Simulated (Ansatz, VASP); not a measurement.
EuS in VASP and in Ansatz

Contents of INCAR:

```
SYSTEM = EuS
  PREC = Accurate
  ENCUT = 520
  EDIFF = 1E-7
  ISMEAR = 0
  SIGMA = 0.01
  LREAL = .FALSE.
  LASPH = .TRUE.
  NELM = 150
  ALGO = Normal
  ISIF = 2
  LWAVE = .FALSE.
  LCHARG = .FALSE.
  ISPIN = 2
  MAGMOM = 7 7 7 7 0 0 0 0
  LORBIT = 11
  LMAXMIX = 6
  LDAU = .TRUE.
  LDAUTYPE = 2
  LDAUL = 3 -1
  LDAUU = 5 0
  LDAUJ = 0 0
  LDAUPRINT = 1
  GGA = PE
  NBANDS = 60
```

KPOINTS

```
regular mesh
0
G
  1 1 1
  0 0 0
```

Contents of POSCAR:

```
EuS
1.0
   11.9100000000      0.0000000000      0.0000000000
    0.0000000000     11.9100000000      0.0000000000
    0.0000000000      0.0000000000     11.9100000000
Eu S
4 4
Direct
    0.6175214100      0.6175214100      0.6175214100
    0.6175214100      0.3827674200      0.3827674200
    0.3827674200      0.6175214100      0.3827674200
    0.3827674200      0.3827674200      0.6175214100
    0.6224550800      0.6224550800      0.3778337500
    0.6224550800      0.3778337500      0.6224550800
    0.3778337500      0.6224550800      0.6224550800
    0.3778337500      0.3778337500      0.3778337500
```

Input for Ansatz:

```yaml
crystal:
  lattice:
    - [11.91, 0.0, 0.0]
    - [0.0, 11.91, 0.0]
    - [0.0, 0.0, 11.91]
  atoms:
    - { symbol: Eu, position: [0.61752141, 0.61752141, 0.61752141], spin: 7.0 }
    - { symbol: Eu, position: [0.61752141, 0.38276742, 0.38276742], spin: 7.0 }
    - { symbol: Eu, position: [0.38276742, 0.61752141, 0.38276742], spin: 7.0 }
    - { symbol: Eu, position: [0.38276742, 0.38276742, 0.61752141], spin: 7.0 }
    - { symbol: S, position: [0.62245508, 0.62245508, 0.37783375] }
    - { symbol: S, position: [0.62245508, 0.37783375, 0.62245508] }
    - { symbol: S, position: [0.37783375, 0.62245508, 0.62245508] }
    - { symbol: S, position: [0.37783375, 0.37783375, 0.37783375] }
basis:
  ecutwfc: 420
  ecutrho_ratio: 4
kpoints:
  mp_grid: { grid: [1, 1, 1] }
hamiltonian:
  xc: pbe
  hubbard: { sites: [{ species: Eu, l: f, u_eff: 5.0 }] }
scf:
  occupations: { method: gaussian, width: 0.01 }
output:
  forces: true
  eigenvalues: true
  populations: true
  hubbard: { sites: [{ species: Eu, l: f }] }
magnetization:
  spin_polarized: true
```

Alike in both runs: task single point; functional PBE; k mesh 1 × 1 × 1; occupations gaussian, width 0.01 eV; collinear spin; Hubbard terms Eu f U = 5.0 eV.

|  | VASP | Ansatz |
| --- | --- | --- |
| version | VASP 6.6.1 | Ansatz 0.2.0 |
| potentials or method | VASP PAW PBE potentials, release 64 (Eu, S), cutoff 520 eV | scalar-relativistic, plane waves, PAW |
| valence electrons in the cell | 92 | 92 |

```csv
,VASP,Ansatz,Ansatz less VASP
rms of the force components (eV/Å),0.395,0.420,+0.0251
net moment per atom (μB),3.50,3.50,0.000
size of the moment on the site where the two differ most (μB),6.75,6.87,+0.118
```

Site moments also hang on the region over which each program counts them. The programs project onto different local orbitals, so the same U acts differently, and such runs can settle in different states. Atom by atom the forces differ by 0.025 eV/Å (rms over components). Ansatz's warnings: symmetry narrowed by open shell.

Spin-orbit coupling is off throughout.
